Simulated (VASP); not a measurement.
# Au (Fm-3m) in VASP: a series of runs

The runs below take Au through single point, with r2SCAN50, r2SCAN+rVV10.

All numbers are computed with VASP 6.6.1; they aren't measurements. Logs are shortened: lines on timing, memory, paths and dates and some standing lists are left out, and cuts for length are marked.

## 1. The cell of the first run

Symmetry: Fm-3m, No. 225, cubic system. The conventional cell has a = 4.097 Å, b = 4.097 Å, c = 4.097 Å, α = 90.00°, β = 90.00°, γ = 90.00°. Au (site symmetry m-3m) has 12 Au at 2.90 Å within 3.8 Å.

## 2. Single point, r2SCAN50

The input, POSCAR:

```
Au
1.0
    0.0000000000      2.0484772140      2.0484772140
    2.0484772140      0.0000000000      2.0484772140
    2.0484772140      2.0484772140      0.0000000000
Au
1
Direct
    0.0000000000      0.0000000000      0.0000000000
```

The input, INCAR.step1:

```
PREC     = Accurate       # precision mode
ENCUT    = 440            # plane-wave cutoff, eV
EDIFF    = 1E-5           # SCF threshold, eV
ISMEAR   = -1             # smearing method
SIGMA    = 0.05           # smearing width, eV
LREAL    = F              # projectors in reciprocal space
LASPH    = T              # aspherical terms in the spheres
NELM     = 120            # most SCF steps
ALGO     = Normal         # electronic algorithm
ISIF     = 2              # what is computed and relaxed
LWAVE    = T              # write WAVECAR
GGA      = PE             # functional
NBANDS   = 16             # bands
GGA_COMPAT= F
```

The input, INCAR.step2:

```
PREC     = Accurate       # precision mode
ENCUT    = 440            # plane-wave cutoff, eV
EDIFF    = 1E-6           # SCF threshold, eV
ISMEAR   = -1             # smearing method
SIGMA    = 0.05           # smearing width, eV
LREAL    = F              # projectors in reciprocal space
LASPH    = T              # aspherical terms in the spheres
NELM     = 120            # most SCF steps
ALGO     = Normal         # electronic algorithm
ISIF     = 2              # what is computed and relaxed
LWAVE    = F              # write WAVECAR
LCHARG   = T              # write CHGCAR
METAGGA  = R2SCAN         # meta-GGA
LHFCALC  = T              # exact exchange
AEXX     = 0.5            # exact-exchange fraction
LMIXTAU  = T            
PRECFOCK = Normal       
LELF     = T              # ELF
LVHAR    = T            
ISTART   = 1            
NBANDS   = 16             # bands
GGA_COMPAT= F
```

The input, KPOINTS:

```
Automatic mesh
0
Gamma
  6 6 6
```

Potentials or basis: VASP PAW PBE potentials, release 64 (Au_sv_GW).

Command:

```
$ cat potpaw_PBE.64/Au_sv_GW/POTCAR > POTCAR
$ cp INCAR.step1 INCAR
$ mpirun -np 1 vasp_std > vasp.out
$ cp INCAR.step2 INCAR
$ mpirun -np 1 vasp_std > vasp.out
```

OUTCAR:

```text
PREC = Accurate
   ENCUT = 440
   EDIFF = 1E-6
   ISMEAR = -1
   LREAL = F
   LASPH = T
   NELM = 120
   ISIF = 2
   METAGGA = R2SCAN
   LHFCALC = T
   AEXX = 0.5
   PRECFOCK = Normal
   ISTART = 1

 ion  position               nearest neighbor table
   1  0.000  0.000  0.000-

  LATTYP: Found a face centered cubic cell.
 ALAT       =     4.0969544280

  Lattice vectors:

 A1 = (   0.0000000000,   2.0484772140,   2.0484772140)
 A2 = (   2.0484772140,   0.0000000000,   2.0484772140)
 A3 = (   2.0484772140,   2.0484772140,   0.0000000000)

Analysis of symmetry for initial positions (statically):
=====================================================================
 Subroutine PRICEL returns:
 Original cell was already a primitive cell.

 Routine SETGRP: Setting up the symmetry group for a
 face centered cubic supercell.

 Subroutine GETGRP returns: Found 48 space group operations
 (whereof 48 operations were pure point group operations)
 out of a pool of 48 trial point group operations.

The static configuration has the point symmetry O_h .

Analysis of symmetry for dynamics (positions and initial velocities):
=====================================================================
 Subroutine PRICEL returns:
 Original cell was already a primitive cell.

 Routine SETGRP: Setting up the symmetry group for a
 face centered cubic supercell.

 Subroutine GETGRP returns: Found 48 space group operations
 (whereof 48 operations were pure point group operations)
 out of a pool of 48 trial point group operations.

The dynamic configuration has the point symmetry O_h .

 Subroutine INISYM returns: Found 48 space group operations
 (whereof 48 operations are pure point group operations),
 and found     1 'primitive' translations

----------------------------------------------------------------------------------------

                                     Primitive cell

  volume of cell :      17.1919

  direct lattice vectors                    reciprocal lattice vectors
     0.000000000  2.048477214  2.048477214    -0.244083750  0.244083750  0.244083750
     2.048477214  0.000000000  2.048477214     0.244083750 -0.244083750  0.244083750
     2.048477214  2.048477214  0.000000000     0.244083750  0.244083750 -0.244083750

  length of vectors
     2.896984258  2.896984258  2.896984258     0.422765456  0.422765456  0.422765456

  position of ions in fractional coordinates (direct lattice)
     0.000000000  0.000000000  0.000000000

  ion indices of the primitive-cell ions
   primitive index   ion index
                 1           1

----------------------------------------------------------------------------------------

 KPOINTS: Automatic mesh

Automatic generation of k-mesh.
 Grid dimensions read from file:
 generate k-points for:    6    6    6

 Generating k-lattice:

  Cartesian coordinates                     Fractional coordinates (reciprocal lattice)
    -0.040680625  0.040680625  0.040680625     0.166666667  0.000000000  0.000000000
     0.040680625 -0.040680625  0.040680625     0.000000000  0.166666667  0.000000000
     0.040680625  0.040680625 -0.040680625     0.000000000  0.000000000  0.166666667

  Length of vectors
     0.070460909  0.070460909  0.070460909

  Shift w.r.t. Gamma in fractional coordinates (k-lattice)
     0.000000000  0.000000000  0.000000000

 Subroutine IBZKPT returns following result:
 ===========================================

 Found     16 irreducible k-points:

 Following reciprocal coordinates:
            Coordinates               Weight
  0.000000  0.000000  0.000000      1.000000
  0.166667  0.000000  0.000000      8.000000
  0.333333  0.000000  0.000000      8.000000
  0.500000  0.000000  0.000000      4.000000
  0.166667  0.166667  0.000000      6.000000
  0.333333  0.166667  0.000000     24.000000
[... 8 lines left out ...]
 -0.333333  0.333333  0.166667     24.000000
 -0.333333  0.500000  0.166667     12.000000
   k-points           NKPTS =     16   k-points in BZ     NKDIM =    216   number of bands    NBANDS=     16
   number of dos      NEDOS =    301   number of ions     NIONS =      1
   total plane-waves  NPLWV =   8000
   dimension x,y,z NGX =    20 NGY =   20 NGZ =   20
   dimension x,y,z NGXF=    40 NGYF=   40 NGZF=   40
   ions per type =               1
   NGX,Y,Z   is equivalent  to a cutoff of  11.48, 11.48, 11.48 a.u.
   NGXF,Y,Z  is equivalent  to a cutoff of  22.95, 22.95, 22.95 a.u.
 SYSTEM =  unknown system
   PREC   = accura    normal or accurate (medium, high low for compatibility)
   ISTART =      1    job   : 0-new  1-cont  2-samecut
   ICHARG =      0    charge: 1-file 2-atom 10-const
   ISPIN  =      1    spin polarized calculation?
   LNONCOLLINEAR =      F non collinear calculations
   LSORBIT =      F    spin-orbit coupling
   LASPH  =      T    aspherical Exc in radial PAW
   ENCUT  =  440.0 eV  32.34 Ry    5.69 a.u.   4.95  4.95  4.95*2*pi/ulx,y,z
   NELM   =    120;   NELMIN=  2; NELMDL=  0     # of ELM steps
   EDIFF  = 0.1E-05   stopping-criterion for ELM
   LREAL  =      F    real-space projection
   EDIFFG = 0.1E-04   stopping-criterion for IOM
   NSW    =      0    number of steps for IOM
   IBRION =     -1    ionic relax: 0-MD 1-quasi-New 2-CG
   NFREE  =      0    steps in history (QN), initial steepest desc. (CG)
   ISIF   =      2    stress and relaxation
   ISYM   =      3    0-nonsym 1-usesym 2-fastsym
   POTIM  = 0.5000    time-step for ionic-motion
   TEBEG  =    0.0;   TEEND  =   0.0 temperature during run
   PSTRESS=    0.0 pullay stress
   NELECT =      19.0000    total number of electrons
   NUPDOWN=      -1.0000    fix difference up-down
   EMIN   =  10.00;   EMAX   =-10.00  energy-range for DOS
   EFERMI =   0.00;   METHOD = LEGACY
   ISMEAR =    -1;   SIGMA  =   0.05  broadening in eV -4-tet -1-fermi 0-gaus
   EFERMI_NEDOS =   21; number of points for ismear=-14 and -15
   IALGO  =     38    algorithm
   IMIX   =      1    mixing-type and parameters
     AMIX     =   0.40;   BMIX     =  1.00
     AMIX_MAG =   1.60;   BMIX_MAG =  1.00
  volume/ion in A,a.u.               =      17.19       116.02
  Fermi-wavevector in a.u.,A,eV,Ry     =   1.692589  3.198530 38.978762  2.864858
  Thomas-Fermi vector in A             =   2.774148
   LORBIT       =      0    0 simple, 1 ext, 2 COOP (PROOUT), +10 PAW based schemes
   METAGGA = R2SCAN    functional components
   LHFCALC =     T    Hartree Fock is set to
   PRECFOCK=normal    Normal, Fast or Accurate (Low or Medium for compatibility)
   ENCUT4O =  -1.0   cutoff for four orbital integrals eV
   NKREDX  =     1    reduce k-point grid by
   NKREDY  =     1    reduce k-point grid by
   NKREDZ  =     1    reduce k-point grid by
   AEXX    =    0.5000 exact exchange contribution
   HFSCREEN=    0.0000 screening length (either q_TF or 0.3 A-1)
   HFSCREENC=   0.0000 screening length for correlation (either q_TF or 0.3 A-1)
   ENCUTFOCK=  -1.0 apply spherical cutoff to Coloumb kernel
   IVDW    =     0    specifies the selected vdW correction
   LEPSILON=     F    determine dielectric tensor
   LRPA    =     F    only Hartree local field effects (RPA)
 non-spin polarized calculation
  energy-cutoff  :      440.00
  volume of cell :       17.19
 maximum number of plane-waves:       370
  NGX = 16; NGY = 16; NGZ = 16

 number of electron      18.9999993 magnetization

 Free energy of the ion-electron system (eV)
  ---------------------------------------------------
  ext. energy  EPLUGINS =         0.00000000
  ---------------------------------------------------
  free energy    TOTEN  =       -22.99832038 eV

  energy without entropy =      -22.99096967  energy(sigma->0) =      -22.99464503

 E-fermi :   7.5884     XC(G=0):  -7.7635

 val. band max:        7.5628636310   @ k =   0.5000   0.3333   0.1667
 cond. band min:       9.4579920398   @ k =   0.5000   0.1667   0.0000
 fundamental gap:      1.8951284089
 Fermi energy:         7.5884049167

 k-point     1 :       0.0000    0.0000    0.0000
  band No.  band energies     occupation
      1    -108.7249      2.00000
      2     -57.0667      2.00000
      3     -57.0667      2.00000
      4     -57.0667      2.00000
      5      -4.4354      2.00000
      6       0.2282      2.00000
[... 8 lines left out ...]
     15      34.9032      0.00000
     16      40.4318      0.00000

 k-point     2 :       0.1667    0.0000    0.0000
  band No.  band energies     occupation
      1    -108.7221      2.00000
      2     -57.1435      2.00000
      3     -57.0808      2.00000
      4     -57.0808      2.00000
      5      -3.3127      2.00000
      6       0.0695      2.00000
[... 8 lines left out ...]
     15      34.2120      0.00000
     16      36.5910      0.00000

 k-point     3 :       0.3333    0.0000    0.0000
  band No.  band energies     occupation
      1    -108.7148      2.00000
      2     -57.2933      2.00000
      3     -57.1079      2.00000
      4     -57.1079      2.00000
      5      -2.2069      2.00000
      6       0.3817      2.00000
[... 8 lines left out ...]
     15      34.9367      0.00000
     16      35.1736      0.00000

 k-point     4 :       0.5000    0.0000    0.0000
  band No.  band energies     occupation
      1    -108.7115      2.00000
      2     -57.3724      2.00000
      3     -57.1218      2.00000
      4     -57.1218      2.00000
      5      -2.3400      2.00000
      6       0.1657      2.00000
[... 8 lines left out ...]
     15      36.9218      0.00000
     16      36.9218      0.00000
[... 172 lines left out ...]
 k-point    14 :       0.5000    0.3333    0.1667
  band No.  band energies     occupation
      1    -108.7095      2.00000
      2     -57.2971      2.00000
      3     -57.2006      2.00000
      4     -57.1485      2.00000
      5      -0.8611      2.00000
      6      -0.8076      2.00000
[... 8 lines left out ...]
     15      32.0674      0.00000
     16      37.4823      0.00000

 k-point    15 :      -0.3333    0.3333    0.1667
  band No.  band energies     occupation
      1    -108.7078      2.00000
      2     -57.3133      2.00000
      3     -57.2395      2.00000
      4     -57.1685      2.00000
      5      -0.8023      2.00000
      6      -0.7091      2.00000
[... 8 lines left out ...]
     15      34.9409      0.00000
     16      39.8862      0.00000

 k-point    16 :      -0.3333    0.5000    0.1667
  band No.  band energies     occupation
      1    -108.7059      2.00000
      2     -57.3209      2.00000
      3     -57.2361      2.00000
      4     -57.1956      2.00000
      5      -1.5029      2.00000
      6      -1.1897      2.00000
[... 8 lines left out ...]
     15      33.3958      0.00000
     16      36.5415      0.00000

------------------------ aborting loop because EDIFF is reached ----------------------------------------

  FORCE on cell =-STRESS in cart. coord.  units (eV):
  Direction    XX          YY          ZZ          XY          YZ          ZX
  --------------------------------------------------------------------------------------
  -------------------------------------------------------------------------------------
  Total       -0.2455371     -0.2455371     -0.2455371     -0.0000000      0.0000000      0.0000000
  in kB      -22.8825479    -22.8825479    -22.8825479     -0.0000000      0.0000000      0.0000000
  external PRESSURE =     -22.8825479 kB  Pullay stress =       0.0000000 kB

 VOLUME and BASIS-vectors are now :
 -----------------------------------------------------------------------------
  energy-cutoff  :      440.00
  volume of cell :       17.19
      direct lattice vectors                 reciprocal lattice vectors
     0.000000000  2.048477214  2.048477214    -0.244083750  0.244083750  0.244083750
     2.048477214  0.000000000  2.048477214     0.244083750 -0.244083750  0.244083750
     2.048477214  2.048477214  0.000000000     0.244083750  0.244083750 -0.244083750

 POSITION                                       TOTAL-FORCE (eV/Angst)
 -----------------------------------------------------------------------------------
      0.00000      0.00000      0.00000         0.000000     -0.000000      0.000000
 -----------------------------------------------------------------------------------
    total drift:                               -0.000000     -0.000000     -0.000000

  FREE ENERGIE OF THE ION-ELECTRON SYSTEM (eV)
  ---------------------------------------------------
  free  energy   TOTEN  =       -22.9983203799 eV

  energy  without entropy=      -22.9909696728  energy(sigma->0) =      -22.99464503
```

Run time: 11 min. Hardware: 1 thread of Intel Xeon Platinum 8488C (Sapphire Rapids), shared host; peak memory 0.14 GiB.

What came out:

* Free energy: -22.9983 eV
* Pressure: -2.3 GPa
* Band gap on the k mesh: zero (an odd number of electrons rules out a gap without spin polarisation)

Levels at points of the mesh, in eV from the Fermi level:
```tsv
k point	band 6	band 7	band 8	band 9	band 10	band 11	band 12	band 13	band 14	band 15
(0.00, 0.00, 0.00)	-7.36	-7.36	-7.36	-5.73	-5.73	17.92	22.29	22.29	22.29	27.31
(0.50, 0.00, 0.00)	-7.42	-7.42	-4.18	-4.18	-0.93	5.50	17.31	21.12	21.12	29.33
(0.50, 0.50, 0.00)	-9.65	-4.35	-3.71	-3.71	2.96	9.02	13.39	13.39	21.11	23.95
```

Caveat: the k points lie up to 0.44 Å⁻¹ apart, too coarse for converged energies and pressures of a metal; the PAW data sets were made with another functional, which shifts forces and pressure a little; spin-orbit coupling is left out, which moves the levels of the heavy elements.

## 3. Single point, r2SCAN+rVV10

This run uses another cell than the first one, of 17.87 Å³/atom.

The input, POSCAR:

```
Au
1.0
    0.0000000000      2.0749120936      2.0749120936
    2.0749120936      0.0000000000      2.0749120936
    2.0749120936      2.0749120936      0.0000000000
Au
1
Direct
    0.0000000000      0.0000000000      0.0000000000
```

The input, INCAR.step1:

```
ALGO = Normal
EDIFF = 1E-5
ENCUT = 590
GGA = PE
GGA_COMPAT = F
ISMEAR = -1
LASPH = T
LCHARG = F
LREAL = F
LWAVE = T
NBANDS = 16
NELM = 120
PREC = Accurate
SIGMA = 0.05
```

The input, INCAR.step2:

```
ALGO = Normal
BPARAM = 11.95
CPARAM = 0.0093
EDIFF = 1E-6
ENCUT = 590
GGA_COMPAT = F
ISIF = 2
ISMEAR = -1
ISTART = 1
IVDW_NL = 2
LASPH = T
LCHARG = F
LMIXTAU = T
LREAL = F
LUSE_VDW = T
LWAVE = F
METAGGA = R2SCAN
NBANDS = 16
NELM = 120
PREC = Accurate
SIGMA = 0.05
```

The input, KPOINTS:

```
k-points
0
Gamma
  11 11 11
```

Potentials or basis: VASP PAW PBE potentials, release 64 (Au_sv_GW).

Command:

```
$ cat potpaw_PBE.64/Au_sv_GW/POTCAR > POTCAR
$ cp INCAR.step1 INCAR
$ mpirun -np 1 vasp_std > vasp.out
$ cp INCAR.step2 INCAR
$ mpirun -np 1 vasp_std > vasp.out
```

Run time: 84 s. Hardware: 1 thread of Intel Xeon Platinum 8375C at 2.90GHz (Ice Lake), shared host; peak memory 0.22 GiB.

Results (log left out):

- Free energy: -49.4299 eV
- Pressure: -5.2 GPa
- Band gap on the k mesh: zero (an odd number of electrons rules out a gap without spin polarisation)

Levels at points of the mesh, in eV from the Fermi level:
| k point | band 6 | band 7 | band 8 | band 9 | band 10 | band 11 | band 12 | band 13 | band 14 | band 15 |
| --- | --- | --- | --- | --- | --- | --- | --- | --- | --- | --- |
| (0.00, 0.00, 0.00) | -4.87 | -4.87 | -4.87 | -3.46 | -3.46 | 15.10 | 18.90 | 18.90 | 18.90 | 24.09 |

Caveat: the cell stands under tension; the PAW data sets were made with another functional, which shifts forces and pressure a little; spin-orbit coupling is left out, which moves the levels of the heavy elements.

The gap in the log of VASP goes by the Fermi energy; the results here count the filled bands.